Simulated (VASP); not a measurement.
H4CO: single point with PBE+D3(BJ)

H4CO:

```
C O H
1.0
     8.05483    0.00000    0.00000
     0.00000    8.05483    0.00000
     0.00000    0.00000    8.05483
C O H
6 6 24
Direct
  0.95431 0.88641 0.44931
  0.26603 0.39688 0.76743
  0.83222 0.42043 0.38348
  0.48120 0.94137 0.72157
  0.35517 0.64750 0.19568
  0.82112 0.59600 0.99753
  0.79073 0.94355 0.39601
  0.28880 0.55414 0.84600
  0.75342 0.31802 0.49763
  0.61809 0.83263 0.68386
  0.22467 0.54068 0.23514
  0.70713 0.46299 0.94316
  0.96137 0.74713 0.44396
  0.77711 0.05923 0.36183
  0.03912 0.94490 0.36220
  0.98814 0.92918 0.57486
  0.13388 0.36657 0.77381
  0.41353 0.56711 0.85772
  0.29334 0.41900 0.64056
  0.33538 0.28486 0.81869
  0.96598 0.42992 0.39731
  0.77797 0.33991 0.61017
  0.81119 0.37391 0.24670
  0.78067 0.54871 0.37679
  0.44190 0.92392 0.85361
  0.65587 0.87701 0.57985
  0.53077 0.06757 0.71496
  0.36043 0.91222 0.66049
  0.39852 0.69691 0.31759
  0.20591 0.49175 0.12945
  0.46992 0.59261 0.15901
  0.31801 0.74168 0.10010
  0.75694 0.67779 0.08559
  0.78794 0.37751 0.91927
  0.93512 0.55193 0.06194
  0.85829 0.69723 0.90784
```

```json
{
 "Program": "VASP 6.6.1",
 "Task": "single point",
 "Functional": "PBE",
 "Dispersion": "D3(BJ)",
 "Potentials or basis": "VASP PAW PBE potentials, release 64 (C, O, H)",
 "Cutoff": "520 eV",
 "k mesh": "1 × 1 × 1",
 "Occupations": "fermi-dirac, width 0.02 eV",
 "Spin": "no spin polarisation"
}
```

- Pressure: -0.4 GPa
- Largest force: 2.663 eV/Å
- Band gap on the k mesh: 4.13 eV
- Dispersion energy per atom: -0.026 eV

Forces on the atoms (eV/Å):
```
C   -0.346  0.714 -0.542
C   -0.241 -0.568  0.576
C   -0.153  0.866 -2.514
C   -0.165 -0.621  1.607
C    0.633  2.111  1.425
C   -0.068  1.518  0.311
O   -0.705 -1.228  0.395
O    1.806 -0.206  1.068
O   -1.018 -1.476 -1.174
O   -1.197 -0.218  0.815
O   -0.277 -0.464  0.436
O    1.335  1.143  0.164
H   -0.254  0.971 -0.134
H    0.809 -0.074  0.553
H    0.754 -0.318 -0.150
H   -0.264 -0.049  0.063
H   -0.287 -0.002  0.146
H   -1.507  0.021 -0.160
H    0.460 -0.484 -1.518
H   -0.214  1.093 -0.195
H    0.539 -0.027  0.230
H    0.472  0.715  1.196
H    0.035  0.103  1.926
H    0.010 -0.247  0.331
H    0.592 -0.089 -0.201
H    0.817  0.074 -1.168
H   -0.662  0.469 -0.427
H    0.630  0.372 -0.665
H   -0.541  0.712 -0.448
H   -0.717 -0.956 -1.114
H    0.764 -1.165 -0.941
H    0.268 -0.096  0.726
H   -0.360 -0.472  0.444
H   -0.255 -0.629 -0.236
H   -0.455 -0.174 -0.339
H   -0.234 -1.320 -0.489
```

Stress tensor (GPa, compression positive):
```
-0.93  0.67 -0.90
 0.67 -0.74  0.95
-0.90  0.95  0.42
```

Levels at points of the mesh, in eV from the valence-band top:
| k point | band 40 | band 41 | band 42 | band 43 | band 44 | band 45 |
| --- | --- | --- | --- | --- | --- | --- |
| (0.00, 0.00, 0.00) | -0.40 | -0.20 | 0.00 | 4.13 | 5.50 | 5.79 |

Wall time 73 s on 1 thread of Intel(R) Xeon(R) Platinum 8488C (Sapphire Rapids), on a shared host, peak memory 0.44 GiB.

Caveat: the k points lie up to 0.78 Å⁻¹ apart; the atoms stand as in a frame of molecular dynamics.
